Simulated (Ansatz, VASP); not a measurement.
One calculation of TiB2, two programs

The input INCAR:

```
ALGO = Normal
EDIFF = 1E-6
ENCUT = 520
GGA = PE
ISIF = 2
ISMEAR = -1
LASPH = True
LCHARG = False
LREAL = False
LWAVE = False
NBANDS = 16
NELM = 60
PREC = Accurate
SIGMA = 0.08
```

The input KPOINTS:

```
k-points
0
Gamma
  11 11 9
```

The input POSCAR:

```
TiB2
1.0
    2.9208371006      0.0000000000      0.0000000000
   -1.4604185502      2.5295191294      0.0000000000
    0.0000000000      0.0000000000      3.0576460064
Ti B
1 2
Direct
    0.0000000000      0.0000000000      0.0000000000
    0.3333333333      0.6666666667      0.5000000000
    0.6666666667      0.3333333333      0.5000000000
```

Input for Ansatz:

```yaml
crystal:
  lattice:
    - [2.9208371006, 0.0, 0.0]
    - [-1.4604185502, 2.5295191294, 0.0]
    - [0.0, 0.0, 3.0576460064]
  atoms:
    - { symbol: Ti, position: [0.0, 0.0, 0.0] }
    - { symbol: B, position: [0.3333333333, 0.6666666667, 0.5] }
    - { symbol: B, position: [0.6666666667, 0.3333333333, 0.5] }
kpoints:
  mp_grid: { grid: [11, 11, 9] }
scf:
  occupations: { method: fermi_dirac, width: 0.08 }
hamiltonian:
  xc: pbe
  pseudopotentials: { kind: all_electron, lapw: { basis_error: 0.001 } }
output:
  forces: true
  stress: true
  eigenvalues: true
  populations: true
```

Change from the starting cell: volume scaled by 0.88, LAPW.

Alike in both runs: task single point; functional PBE; k mesh 11 × 11 × 9; occupations fermi-dirac, width 0.08 eV; no spin polarisation.

```csv
,VASP,Ansatz
version,VASP 6.6.1,Ansatz 0.2.0
potentials or method,"VASP PAW PBE potentials, release 64 (Ti_sv, B), cutoff 520 eV","all-electron LAPW, scalar-relativistic"
```

|  | VASP | Ansatz | Ansatz less VASP |
| --- | --- | --- | --- |
| pressure (GPa) | 41.3 | 41.0 | -0.22 |
| traceless stress, the component that is largest in VASP (GPa) | -0.07 | 0.01 | +0.083 |

Both programs put the cell under a high pressure, so it lies far from rest at this level. Ansatz ran all-electron here, and VASP with PAW potentials.
